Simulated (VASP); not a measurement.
A run of VASP 6.6.1 is set up as follows.

The input INCAR:

```
SYSTEM = Si3Ge
ALGO     = Normal         ! electronic algorithm
EDIFF    = 1E-6           ! SCF threshold, eV
EDIFFG   = -0.01          ! ionic threshold
ENCUT    = 600            ! plane-wave cutoff, eV
GGA      = PE             ! functional
IBRION   = 2              ! ionic algorithm
ISIF     = 3              ! what is computed and relaxed
ISMEAR   = 0              ! smearing method
LASPH    = .True.         ! aspherical terms in the spheres
LCHARG   = .False.        ! write CHGCAR
LREAL    = .False.        ! projectors in reciprocal space
LWAVE    = .False.        ! write WAVECAR
NELM     = 100            ! most SCF steps
NSW      = 100            ! ionic steps
PREC     = Accurate       ! precision mode
SIGMA    = 0.1            ! smearing width, eV
```

File KPOINTS:

```
k-points
0
Gamma
  21 21 6
  0 0 0
```

Contents of POSCAR:

```
Si3Ge
1.0
    2.6929235189      0.0000000000      0.0000000000
   -1.3464617595      2.3321401778      0.0000000000
    0.0000000000      0.0000000000     10.2716205743
Si Ge
3 1
Direct
    0.0000000000      0.0000000000      0.5000000000
    0.0000000000      0.0000000000      0.7421815813
    0.0000000000      0.0000000000      0.2578184187
    0.0000000000      0.0000000000      0.0000000000
```

Potentials or basis: VASP PAW PBE potentials, release 64 (Si, Ge_d).

Launch:

```console
$ cat potpaw_PBE.64/Si/POTCAR potpaw_PBE.64/Ge_d/POTCAR > POTCAR
$ mpirun -np 1 vasp_std > vasp.out
```

Question: Estimate the space group after relaxing (to 0.05 Å).

Answer: P6/mmm (No. 191).

Question: Estimate the relaxed cell.

Answer: a = 2.714 Å, b = 2.714 Å, c = 10.108 Å, α = 90.00°, β = 90.00°, γ = 120.00°.

Question: What does it give for the relaxed volume?

Answer: 16.12 Å³/atom.

Step by step:
| step | energy change (eV) | largest force (eV/Å) | pressure (GPa) | volume (Å³) |
| --- | --- | --- | --- | --- |
| 1 | 0.0000 | 0.0291 | -1.00 | 64.51 |
| 2 | -0.0126 | 0.1598 | 1.60 | 63.55 |
| 3 | -0.0175 | 0.1019 | 1.03 | 63.89 |
| 4 | -0.0175 | 0.1055 | 1.05 | 63.87 |
| 5 | -0.0200 | 0.0764 | -0.03 | 64.65 |
| 6 | -0.0203 | 0.0831 | 0.09 | 64.46 |
| 7 | -0.0203 | 0.0841 | 0.31 | 64.44 |
| 8 | -0.0203 | 0.0836 | 0.12 | 64.45 |
| 9 | -0.0210 | 0.0332 | -0.09 | 64.62 |
| 10 | -0.0210 | 0.0336 | -0.11 | 64.62 |
| 11 | -0.0212 | 0.0194 | 0.02 | 64.56 |
| 12 | -0.0212 | 0.0140 | 0.05 | 64.54 |
| 13 | -0.0213 | 0.0032 | 0.09 | 64.50 |
